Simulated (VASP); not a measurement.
Wanted: the native input for a VASP 6.6.1 run.

```
Task                   : single point
Functional             : RPBE
Potentials or basis    : VASP PAW PBE potentials, release 64 (Ge_d)
Cutoff                 : 520 eV
k mesh                 : 19 × 19 × 11
Occupations            : fermi-dirac, width 0.1 eV
Spin                   : no spin polarisation
Dipole correction      : no
Further INCAR settings : ALGO = Normal; EDIFF = 1e-06; NBANDS = 21
```

The structure of Ge lies in POSCAR:

```
Ge
1.0
    2.9635211353      0.0000000000      0.0000000000
   -1.4817605677      2.5664845878      0.0000000000
    0.0000000000      0.0000000000      4.5915680486
Ge
2
Direct
    0.3333333333      0.6666666667      0.2500000000
    0.6666666667      0.3333333333      0.7500000000
```

This cell differs from its parent crystal: volume scaled by 0.88.

The input as run:

INCAR

```
SYSTEM = Ge
  ALGO = Normal
  EDIFF = 1E-6
  ENCUT = 520
  GGA = RP
  ISIF = 2
  ISMEAR = -1
  LASPH = .TRUE.
  LCHARG = .TRUE.
  LELF = .TRUE.
  LREAL = .FALSE.
  LVHAR = .TRUE.
  LWAVE = .FALSE.
  NBANDS = 21
  NELM = 100
  PREC = Accurate
  SIGMA = 0.1
```

KPOINTS

```
k-points
0
G
  19 19 11
  0 0 0
```

Potentials or basis: VASP PAW PBE potentials, release 64 (Ge_d).

Launch:

```bash
$ cat potpaw_PBE.64/Ge_d/POTCAR > POTCAR
$ mpirun -np 1 vasp_std > vasp.out
```

It gave:

```json
{"Pressure": "10.0 GPa", "Band gap on the k mesh": "zero (band 14 reaches 14.79 eV, above the bottom of band 15 at 4.73 eV)"}
```

Caveat: the PAW data sets were made with another functional, which shifts forces and pressure a little.

Run time: 96 s on 1 thread of AMD EPYC 9R45 96-Core Processor (Zen 5) (shared host), peak memory 0.22 GiB.
